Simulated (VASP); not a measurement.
Here is a VASP 6.6.1 calculation.

File POSCAR:

```
GaP
1.0
    0.0000000000      2.7252500963      2.7252500963
    2.7252500963      0.0000000000      2.7252500963
    2.7252500963      2.7252500963      0.0000000000
Ga P
1 1
Direct
    0.0000000000      0.0000000000      0.0000000000
    0.7500000000      0.7500000000      0.7500000000
```

The input INCAR.step1:

```
SYSTEM = GaP
ALGO = Normal ; EDIFF = 1E-5
ENCUT = 520 ; GGA = PE
ISIF = 2 ; ISMEAR = 0
LASPH = .True. ; LREAL = .False.
LWAVE = .True. ; NBANDS = 16
NELM = 60 ; PREC = Accurate
SIGMA = 0.05
```

The input INCAR.step2:

```
SYSTEM = GaP
AEXX = 0.15 ; ALGO = Normal
EDIFF = 1E-7 ; ENCUT = 520
GGA = PE ; ISIF = 2
ISMEAR = 0 ; ISTART = 1
LASPH = .True. ; LCHARG = .True.
LELF = .True. ; LHFCALC = .True.
LREAL = .False. ; LVHAR = .True.
LWAVE = .False. ; NBANDS = 16
NELM = 60 ; PREC = Accurate
PRECFOCK = Normal ; SIGMA = 0.05
```

Contents of KPOINTS:

```
k-points
0
Gamma
  4 4 4
  0 0 0
```

Potentials or basis: VASP PAW PBE potentials, release 64 (Ga_d, P).

The run is started by

```sh
$ cat potpaw_PBE.64/Ga_d/POTCAR potpaw_PBE.64/P/POTCAR > POTCAR
$ cp INCAR.step1 INCAR
$ mpirun -np 1 vasp_std > vasp.out
$ cp INCAR.step2 INCAR
$ mpirun -np 1 vasp_std > vasp.out
```

(1) Estimate the band gap on the k mesh.

(2) Estimate the pressure.

Answers

(1) 2.47 eV (least direct gap 2.86 eV).

(2) 1.5 GPa.

Caveat: the k points lie up to 0.50 Å⁻¹ apart; the PAW data sets were made with another functional, which shifts forces and pressure a little.
